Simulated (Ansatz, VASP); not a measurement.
# Lu in VASP and in Ansatz

```
CELL_PARAMETERS angstrom
3.59821 0.00000 0.00000
-1.79911 3.11615 0.00000
0.00000 0.00000 5.61962
ATOMIC_POSITIONS crystal
Lu 0.33333 0.66667 0.25000
Lu 0.66667 0.33333 0.75000
```

Alike in both runs: task single point; functional PBE; k mesh 17 × 17 × 10; occupations fermi-dirac, width 0.1 eV; no spin polarisation.

```csv
,VASP,Ansatz
version,VASP 6.6.1,Ansatz 0.2.0
potentials or method,"VASP PAW PBE potentials, release 64 (Lu), cutoff 520 eV","plane waves (420 eV) with PAW, scalar-relativistic"
valence electrons in the cell,50,50
```

```tsv
	VASP	Ansatz	Ansatz less VASP
pressure (GPa)	-3.0	-3.1	-0.10
traceless stress, the component that is largest in VASP (GPa)	0.16	0.15	-0.004
```

The functional is the same, so the differences come from potentials, cutoffs and numerics.

Neither program's run includes spin-orbit coupling.
